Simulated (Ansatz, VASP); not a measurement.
One calculation of MgF2, two programs

```
Mg F
1.0
     4.62130    0.00000    0.00000
     0.00000    4.62130    0.00000
     0.00000    0.00000    3.01590
Mg F
2 4
Cartesian
  0.0000 0.0000 0.0000
  2.3106 2.3106 1.5079
  1.3993 1.3993 0.0000
  0.9113 3.7100 1.5079
  3.2220 3.2220 0.0000
  3.7100 0.9113 1.5079
```

Alike in both runs: task electric field gradients; functional LDA; k mesh 5 × 5 × 7; occupations fermi-dirac, width 0.02 eV; no spin polarisation.

|  | VASP | Ansatz |
| --- | --- | --- |
| version | VASP 6.6.1 | Ansatz 0.2.0 |
| potentials or method | VASP PAW LDA potentials, release 64 (Mg, F) | PAW with Ansatz's default frozen-core files, scalar-relativistic |
| plane-wave cutoff (eV) | 520 | 420 |
| valence electrons in the cell | 32 | 48 |

VASP gave:

- gap on the k mesh at the Fermi level (eV): 6.86
- pressure (GPa): -4.8
- traceless stress, the component that is largest in VASP (GPa): 1.02
- rms of the force components (eV/Å): 0.009
- size of Vzz on the site where it differs most (V/Å²): 48.6

Which values does Ansatz return?

gap on the k mesh at the Fermi level (eV): 6.90; pressure (GPa): -3.1; traceless stress, the component that is largest in VASP (GPa): 0.82; rms of the force components (eV/Å): 0.017; size of Vzz on the site where it differs most (V/Å²): 49.3.

LDA's correlation is that of Perdew and Zunger in VASP and of Perdew and Wang (1992) in Ansatz. Atom by atom the forces differ by 0.007 eV/Å (rms over components). VASP's potentials hold 32 valence electrons a cell and Ansatz's 48, so a difference there can come from the potentials and not from the codes.
